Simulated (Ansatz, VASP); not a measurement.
## Two plane-wave programs on Al3BP4

```xyz
8
Lattice="5.2235 0.0000 0.0000 0.0000 5.2235 0.0000 0.0000 0.0000 5.2235" Properties=species:S:1:pos:R:3 pbc="T T T"
B     0.0000    0.0000    0.0000
P     1.1801    1.1801    1.1801
P     4.0434    4.0434    1.1801
P     4.0434    1.1801    4.0434
P     1.1801    4.0434    4.0434
Al    2.6117    2.6117    0.0000
Al    2.6117    0.0000    2.6117
Al    0.0000    2.6117    2.6117
```

Alike in both runs: task single point; functional PBE; k mesh 4 × 4 × 4; no spin polarisation.

|  | VASP | Ansatz |
| --- | --- | --- |
| version | VASP 6.6.1 | Ansatz 0.2.0 |
| potentials or method | VASP PAW PBE potentials, release 64 (B, P, Al) | plane waves, PAW |
| plane-wave cutoff (eV) | 520 | 420 |
| occupations | gaussian, width 0.01 eV | fixed |
| valence electrons in the cell | 32 | 32 |

|  | VASP | Ansatz | Ansatz less VASP |
| --- | --- | --- | --- |
| gap on the k mesh at the Fermi level (eV) | 1.08 | 1.08 | -0.001 |
| pressure (GPa) | 3.0 | 3.1 | +0.12 |
| rms of the force components (eV/Å) | 0.014 | 0.015 | +0.0005 |
